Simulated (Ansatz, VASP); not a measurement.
## SiO: VASP beside Ansatz

```
CELL_PARAMETERS angstrom
0.00000 2.42854 2.42854
2.42854 0.00000 2.42854
2.42854 2.42854 0.00000
ATOMIC_POSITIONS crystal
Si 0.00000 0.00000 0.00000
O 0.75000 0.75000 0.75000
```

Change from the starting cell: species swapped into the CdS type (F-43m, No. 216).

Alike in both runs: functional PBE; k mesh 6 × 6 × 6; occupations gaussian, width 0.1 eV; no spin polarisation.

Ansatz relaxed the structure, and its values are those at the end. VASP's run is a single point on that final structure, the one shown.

|  | VASP | Ansatz |
| --- | --- | --- |
| version | VASP 6.6.1 | Ansatz 0.2.0 |
| potentials or method | VASP PAW PBE potentials, release 64 (Si, O), cutoff 520 eV | scalar-relativistic, plane waves, PAW |
| valence electrons in the cell | 10 | 10 |

```tsv
	VASP	Ansatz	Ansatz less VASP
gap on the k mesh at the Fermi level (eV)	none	none	-
pressure (GPa)	0.0	0.0	-0.03
```

A gap of «none» marks a metal or a gap that the smearing closes. The functional is the same, so the differences come from potentials, cutoffs and numerics.

The k mesh is coarse, so the values compare programs but aren't converged.
